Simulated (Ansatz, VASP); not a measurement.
**Two plane-wave programs on Y**

```
Y
1.0
     3.65354    0.00000    0.00000
    -1.82677    3.16406    0.00000
     0.00000    0.00000    5.69886
Y
2
Direct
  0.33333 0.66667 0.25000
  0.66667 0.33333 0.75000
```

Alike in both runs: task single point; functional PBE; k mesh 10 × 10 × 6; occupations methfessel-paxton of order 1, width 0.3 eV; no spin polarisation.

|  | VASP | Ansatz |
| --- | --- | --- |
| version | VASP 6.6.1 | Ansatz 0.2.0 |
| potentials or method | VASP PAW PBE potentials, release 64 (Y_sv), cutoff 520 eV | plane waves (420 eV) with PAW, scalar-relativistic |
| valence electrons in the cell | 22 | 22 |

|  | VASP | Ansatz | Ansatz less VASP |
| --- | --- | --- | --- |
| pressure (GPa) | -0.2 | -0.1 | +0.11 |
| traceless stress, the component that is largest in VASP (GPa) | -0.13 | -0.13 | -0.003 |

The functional is the same, so the differences come from potentials, cutoffs and numerics.
